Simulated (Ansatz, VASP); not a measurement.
Si4BN3 in VASP and in Ansatz

The input INCAR:

```
  PREC = Accurate
  ENCUT = 600
  EDIFF = 1E-6
  ISMEAR = 0
  SIGMA = 0.1
  LREAL = False
  LASPH = True
  NELM = 80
  ALGO = Normal
  ISIF = 3
  LWAVE = False
  LCHARG = False
  GGA = PE
  IBRION = 2
  NSW = 100
  EDIFFG = -0.01
```

Contents of KPOINTS:

```
Automatic mesh
0
Gamma
  12 12 2
```

POSCAR

```
Si4BN3
1.0
    2.7409914322      0.0000000000      0.0000000000
   -1.3704957161      2.3737682119      0.0000000000
    0.0000000000      0.0000000000     16.5589439300
Si B N
4 1 3
Direct
    0.6666666667      0.3333333333      0.4835052579
    0.6666666667      0.3333333333      0.3369817897
    0.3333333333      0.6666666667      0.0550301153
    0.3333333333      0.6666666667      0.2015531372
    0.0000000000      0.0000000000      0.7711946847
    0.3333333333      0.6666666667      0.7711949147
    0.0000000000      0.0000000000      0.5222254609
    0.0000000000      0.0000000000      0.0163146395
```

Input for Ansatz:

```yaml
crystal:
  lattice:
    - [2.7409914322, 0.0, 0.0]
    - [-1.3704957161, 2.3737682119, 0.0]
    - [0.0, 0.0, 16.55894393]
  atoms:
    - { symbol: Si, position: [0.6666666667, 0.3333333333, 0.4835052579] }
    - { symbol: Si, position: [0.6666666667, 0.3333333333, 0.3369817897] }
    - { symbol: Si, position: [0.3333333333, 0.6666666667, 0.0550301153] }
    - { symbol: Si, position: [0.3333333333, 0.6666666667, 0.2015531372] }
    - { symbol: B, position: [0.0, 0.0, 0.7711946847] }
    - { symbol: "N", position: [0.3333333333, 0.6666666667, 0.7711949147] }
    - { symbol: "N", position: [0.0, 0.0, 0.5222254609] }
    - { symbol: "N", position: [0.0, 0.0, 0.0163146395] }
basis:
  ecutwfc: 420
kpoints:
  mp_grid: { grid: [12, 12, 2] }
hamiltonian:
  xc: pbe
scf:
  occupations: { method: gaussian, width: 0.1 }
output:
  forces: true
  stress: true
  eigenvalues: true
relax:
  adjacent_minimum: "off"
  f_tol: 0.01
  max_steps: 80
  cell: { stress_tol: 0.05 }
```

Alike in both runs: task relaxation of cell and atoms; functional PBE; k mesh 12 × 12 × 2; occupations gaussian, width 0.1 eV; no spin polarisation.

|  | VASP | Ansatz |
| --- | --- | --- |
| version | VASP 6.6.1 | Ansatz 0.2.0 |
| potentials or method | VASP PAW PBE potentials, release 64 (Si, B, N), cutoff 600 eV | scalar-relativistic, plane waves, PAW |
| valence electrons in the cell | 34 | 34 |

```tsv
	VASP	Ansatz	Ansatz less VASP
gap on the k mesh at the Fermi level, each at its own relaxed structure (eV)	none	none	-
relaxed volume (Å³/atom)	13.46	13.47	+0.010
relaxed length of the cell vector where the two differ most in proportion (Å)	16.551	16.559	+0.0084
```

A gap of «none» marks a metal or a gap that the smearing closes.
